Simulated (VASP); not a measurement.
SnTe (rocksalt type): relaxation of cell and atoms with PBE

Crystal: SnTe (rocksalt type).

```
CELL_PARAMETERS angstrom
0.00000 3.20435 3.20435
3.20435 0.00000 3.20435
3.20435 3.20435 0.00000
ATOMIC_POSITIONS crystal
Sn 0.00000 0.00000 0.00000
Te 0.50000 0.50000 0.50000
```

| Item | Value |
| --- | --- |
| Program | VASP 6.6.1 |
| Task | relaxation of cell and atoms |
| Functional | PBE |
| Potentials or basis | VASP PAW PBE potentials, release 64 (Sn_d, Te) |
| Cutoff | 600 eV |
| k mesh | 12 × 12 × 12 |
| Occupations | fermi-dirac, width 0.05 eV |
| Spin | no spin polarisation |
| Target pressure | 0.015 GPa |
| Dipole correction | no |
| Further INCAR settings | ALGO = Normal; EDIFF = 1e-06; IBRION = 2; EDIFFG = -0.005; NSW = 60; ISIF = 3 |

```json
{
  "Relaxed volume": "32.89 Å³/atom",
  "Relaxed cell": "a = 4.531 Å, b = 4.531 Å, c = 4.531 Å, α = 60.00°, β = 60.00°, γ = 60.00°",
  "Space group after relaxing (to 0.1 Å)": "Fm-3m (No. 225)",
  "Energy change on relaxing (the run minimises the enthalpy)": "+0.0 meV/atom",
  "Ionic steps": "3",
  "Pressure after relaxing": "0.0 GPa",
  "Band gap on the k mesh": "0.05 eV"
}
```

Final structure:
```
CELL_PARAMETERS angstrom
0.00000 3.20396 3.20396
3.20396 0.00000 3.20396
3.20396 3.20396 0.00000
ATOMIC_POSITIONS crystal
Sn 0.00000 0.00000 0.00000
Te 0.50000 0.50000 0.50000
```

Levels at points of the mesh, in eV from the valence-band top:
```tsv
k point	band 8	band 9	band 10	band 11	band 12	band 13
(0.00, 0.00, 0.00)	-2.00	-2.00	-2.00	3.25	3.25	3.25
(0.50, 0.00, 0.00)	-1.68	-1.68	0.00	0.05	0.45	0.45
(0.50, 0.50, 0.00)	-5.22	-3.50	-3.50	2.38	4.69	4.69
```

It took 43 s on 1 thread of Intel(R) Xeon(R) 6975P-C (Granite Rapids), with other jobs on the host, peak memory 0.27 GiB.

Caveat: the cell is relaxed towards a set pressure, so the run minimises the enthalpy, not the energy; spin-orbit coupling is left out, which moves the levels of the heavy elements. A k mesh can miss the band edges.
